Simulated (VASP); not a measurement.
Write the native input for VASP 6.6.1 that does the following.

- Task: single point
- Functional: PBEsol
- Potentials or basis: VASP PAW PBE potentials, release 64 (Ba_sv, Ti_sv, O, C, H)
- Cutoff: 520 eV
- k mesh: 2 × 2 × 1
- Occupations: fermi-dirac, width 0.05 eV
- Spin: no spin polarisation
- Dipole correction: no
- Further INCAR settings: LREAL = Auto; ALGO = Normal; EDIFF = 1e-07; NBANDS = 80

The structure of Ba3Ti3H4CO9 lies in POSCAR:

```
Ba3Ti3H4CO9
1.0
    5.6546840000      0.0000000000      0.0000000000
   -2.8273420000      4.8971000000      0.0000000000
    0.0000000000      0.0000000000     19.7216630000
Ba Ti O C H
3 3 9 1 4
Direct
    0.0000000000      0.0000000000      0.0507056631
    0.6666626426      0.3333401401      0.1655641312
    0.3333299300      0.6666598599      0.2845348285
    0.3333299300      0.6666598599      0.1057111664
    0.0000000000      0.0000000000      0.2206710458
    0.6666803270      0.3333401401      0.3317012364
    0.4971003247      0.9942006494      0.0557153826
    0.0058001900      0.5029098854      0.0557153826
    0.4971096955      0.5029098854      0.0557153826
    0.1626779114      0.3253558228      0.1843657911
    0.6746486234      0.8373322987      0.1843657911
    0.1626836754      0.8373322987      0.1843657911
    0.8319441357      0.6639031263      0.3036914281
    0.3361035331      0.1680586470      0.3036914281
    0.8319477332      0.1680382267      0.3036914281
    0.8642454035      0.4982540687      0.5964152212
    0.6790719680      0.4958853199      0.5779735715
    0.8677039788      0.3159829287      0.5780293477
    1.0473839605      0.6831594209      0.5780547006
    0.8644289893      0.4980907067      0.6523182147
```

One way to write it, as run:

INCAR

```
  ALGO = Normal
  EDIFF = 1E-7
  ENCUT = 520
  GGA = PS
  ISIF = 2
  ISMEAR = -1
  LASPH = T
  LCHARG = F
  LREAL = Auto
  LWAVE = F
  NBANDS = 80
  NELM = 80
  PREC = Accurate
  SIGMA = 0.05
```

KPOINTS

```
k-points
0
Gamma
  2 2 1
```

Potentials or basis: VASP PAW PBE potentials, release 64 (Ba_sv, Ti_sv, O, C, H).

Launch:

```sh
$ cat potpaw_PBE.64/Ba_sv/POTCAR potpaw_PBE.64/Ti_sv/POTCAR potpaw_PBE.64/O/POTCAR potpaw_PBE.64/C/POTCAR potpaw_PBE.64/H/POTCAR > POTCAR
$ mpirun -np 1 vasp_std > vasp.out
```

Results of the run:

* Largest force: 4.802 eV/Å

Caveat: the k points lie up to 0.64 Å⁻¹ apart; the PAW data sets were made with another functional, which shifts forces and pressure a little.

It took 9.7 min on 1 thread of Intel(R) Xeon(R) Platinum 8375C CPU @ 2.90GHz (Ice Lake) (shared host), peak memory 0.65 GiB.
